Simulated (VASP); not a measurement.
Runs of VASP 6.6.1 on Y. The structure is that of space group Fm-3m (No. 225), or close to it. The cells are those of the table. This isn't the form of Y at room conditions, which is hcp.

```csv
cell,gap on the mesh (eV),pressure (GPa)
"a = 3.655 Å, angles 60.0°, 1 atom",none,(a)
"a = 3.374 Å, angles 60.0°, 1 atom",none,10.3
"a = 3.445, b = 3.445, c = 3.374 Å, angles 60.7, 60.7, 58.6°, 1 atom",none,7.8
"a = 3.795 Å, angles 60.0°, 1 atom",none,-4.4
```

Alike in all rows: task single point; level r2SCAN; potentials or basis VASP PAW PBE potentials, release 64 (Y_sv); no spin polarisation; k mesh 16 × 16 × 16; cutoff (eV) 520; smearing gaussian 0.15 eV.

**Question.** Estimate the missing entries.

**Answer.** (a) -1.3.

Caveats: the PAW data sets were made with another functional, which shifts forces and pressure a little; the cell stands under pressure (at least some runs); the cell stands under tension (at least some runs).

A k mesh can miss the band edges, and the runs leave out spin-orbit coupling on Y.

A gap of «none» marks levels without a gap at the run's occupations.
